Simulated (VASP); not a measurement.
Write the native input for VASP 6.6.1 that does the following.

```yaml
Task: single point
Functional: PBEsol
Potentials_or_basis: VASP PAW PBE potentials, release 64 (Cu, Zn)
Cutoff: 600 eV
k_mesh: 12 × 12 × 10
Occupations: gaussian, width 0.1 eV
Spin: no spin polarisation
Dipole_correction: no
Further_INCAR_settings: ALGO = Normal; EDIFF = 1e-06; NBANDS = 31
```

The structure of ZnCu lies in POSCAR:

```
ZnCu
1.0
    3.7718852051      0.0000000000      0.0000000000
   -1.8859426026      3.2665484078      0.0000000000
    0.0000000000      0.0000000000      4.7904485649
Cu Zn
2 2
Direct
    0.0000000000      0.0000000000      0.0000000000
    0.0000000000      0.0000000000      0.5000000000
    0.3333333333      0.6666666667      0.2500000000
    0.6666666667      0.3333333333      0.7500000000
```

The input as run:

INCAR

```
ALGO = Normal
EDIFF = 1E-6
ENCUT = 600
GGA = PS
GGA_COMPAT = F
ISIF = 2
ISMEAR = 0
LASPH = T
LCHARG = F
LREAL = F
LWAVE = F
NBANDS = 31
NELM = 120
PREC = Accurate
SIGMA = 0.1
```

KPOINTS

```
k-points
0
Gamma
  12 12 10
```

Potentials or basis: VASP PAW PBE potentials, release 64 (Cu, Zn).

The run is started by

```console
$ cat potpaw_PBE.64/Cu/POTCAR potpaw_PBE.64/Zn/POTCAR > POTCAR
$ mpirun -np 1 vasp_std > vasp.out
```

It gave:

```yaml
Pressure: 0.7 GPa
Band_gap_on_the_k_mesh: zero (bands 23 and 24 overlap by 8.06 eV)
```

Caveat: the PAW data sets were made with another functional, which shifts forces and pressure a little.

Run time: 110 s on 1 thread of Intel(R) Xeon(R) 6975P-C (Granite Rapids), on a shared host, peak memory 0.33 GiB.
